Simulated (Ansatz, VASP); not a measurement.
# One calculation of V, two programs

Contents of INCAR:

```
ALGO = Normal
EDIFF = 1E-8
ENCUT = 520
GGA = PS
ISIF = 2
ISMEAR = -1
ISPIN = 2
LASPH = True
LCHARG = False
LEFG = True
LMAXMIX = 4
LORBIT = 11
LREAL = False
LWAVE = False
MAGMOM = 1.5
NBANDS = 16
NELM = 150
PREC = Accurate
SIGMA = 0.03
```

KPOINTS

```
k-points
0
Gamma
  19 19 19
```

The input POSCAR:

```
V
1.0
   -1.5028453316      1.5028453316      1.5028453316
    1.5028453316     -1.5028453316      1.5028453316
    1.5028453316      1.5028453316     -1.5028453316
V
1
Direct
    0.0000000000      0.0000000000      0.0000000000
```

Input for Ansatz:

```yaml
crystal:
  lattice:
    - [-1.5028453316, 1.5028453316, 1.5028453316]
    - [1.5028453316, -1.5028453316, 1.5028453316]
    - [1.5028453316, 1.5028453316, -1.5028453316]
  atoms:
    - { symbol: V, position: [0.0, 0.0, 0.0], spin: 1.5 }
magnetization:
  spin_polarized: true
kpoints:
  mp_grid: { grid: [19, 19, 19] }
scf:
  occupations: { method: fermi_dirac, width: 0.03 }
hamiltonian:
  xc: pbesol
  pseudopotentials: { kind: all_electron, datasets: crystal }
output:
  forces: true
  stress: true
  eigenvalues: true
  efg: { contact_densities: true }
```

Change from the starting cell: volume scaled by 0.98, crystal datasets.

Alike in both runs: task electric field gradients; functional PBEsol; k mesh 19 × 19 × 19; occupations fermi-dirac, width 0.03 eV; collinear spin.

|  | VASP | Ansatz |
| --- | --- | --- |
| version | VASP 6.6.1 | Ansatz 0.2.0 |
| potentials or method | VASP PAW PBE potentials, release 64 (V_sv), cutoff 520 eV | all-electron PAW with datasets made for the crystal, scalar-relativistic |

|  | VASP | Ansatz | Ansatz less VASP |
| --- | --- | --- | --- |
| pressure (GPa) | -8.5 | -8.7 | -0.23 |
| net moment per atom (μB) | 0.00 | 0.00 | 0.000 |

VASP's potentials were made for PBE, not for PBEsol. Ansatz ran all-electron here, and VASP with PAW potentials. Ansatz's warnings: seeded moment not kept.
